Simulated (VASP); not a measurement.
Runs of VASP 6.6.1 on BaHf. The structure is that of space group P-6m2 (No. 187), or close to it. The cells are those of the table. 

| task | cell | k mesh | cutoff (eV) | gap on the mesh (eV) | pressure (GPa) | relaxed volume (Å³/atom) |
| --- | --- | --- | --- | --- | --- | --- |
| single point | a = 3.941, b = 3.941, c = 3.843 Å, angles 90.0, 90.0, 120.0°, 2 atoms | 6 × 6 × 6 | 520 | none | 16.2 | - |
| relaxation of cell and atoms | relaxed from a = 3.941, b = 3.941, c = 3.843 Å, angles 90.0, 90.0, 120.0°, 2 atoms | 6 × 6 × 4 | 600 | none | 0.1 | 31.74 |
| single point | a = 3.438, b = 3.438, c = 6.114 Å, angles 90.0, 90.0, 120.0°, 2 atoms | 18 × 18 × 10 | 520 | none | 0.8 | - |
| relaxation of cell and atoms | relaxed from a = 3.411, b = 3.411, c = 6.168 Å, angles 90.0, 90.0, 120.0°, 2 atoms | 18 × 18 × 10 | 600 | none | 0.0 | (a) |
| single point | a = 3.411, b = 3.411, c = 6.168 Å, angles 90.0, 90.0, 120.0°, 2 atoms | 6 × 6 × 4 | 520 | none | 0.8 | - |

Alike in all rows: level PBE; potentials or basis VASP PAW PBE potentials, release 64 (Ba_sv, Hf_pv); no spin polarisation; smearing gaussian 0.1 eV.

Problem. Estimate the missing entries.

Solution. (a) 31.91.

Caveats: some runs use coarse meshes; spin-orbit coupling is left out, which moves the levels of the heavy elements; the stress differs along the axes, from 13 to 23 GPa (at least some runs); the volume moved by over 15 % at a fixed basis, so the end points are rough (at least some runs).

A k mesh can miss the band edges, and the runs leave out spin-orbit coupling on Ba, Hf.

A gap of «none» marks levels without a gap at the run's occupations.
